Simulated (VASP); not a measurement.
A run of VASP 6.6.1 is set up as follows.

INCAR

```
ALGO = Normal ; EDIFF = 1E-7
ENCUT = 520 ; GGA = PE
ISIF = 2 ; ISMEAR = 0
LASPH = T ; LCHARG = T
LELF = T ; LREAL = F
LVHAR = T ; LWAVE = F
NBANDS = 13 ; NELM = 60
PREC = Accurate ; SIGMA = 0.1
```

The input KPOINTS:

```
k-points
0
Gamma
  14 14 14
```

Contents of POSCAR:

```
Pb
1.0
    0.0000000000      2.6023760063      2.6023760063
    2.6023760063      0.0000000000      2.6023760063
    2.6023760063      2.6023760063      0.0000000000
Pb
1
Direct
    0.0000000000      0.0000000000      0.0000000000
```

Potentials or basis: VASP PAW PBE potentials, release 64 (Pb_d).

The run is started by

```sh
$ cat potpaw_PBE.64/Pb_d/POTCAR > POTCAR
$ mpirun -np 1 vasp_std > vasp.out
```

Problem. Predict the band gap on the k mesh.

Solution. Zero (band 7 reaches 12.00 eV, above the bottom of band 8 at 4.45 eV).

Problem. Estimate the pressure.

Solution. -3.1 GPa.

Caveat: spin-orbit coupling is left out, which moves the levels of the heavy elements.
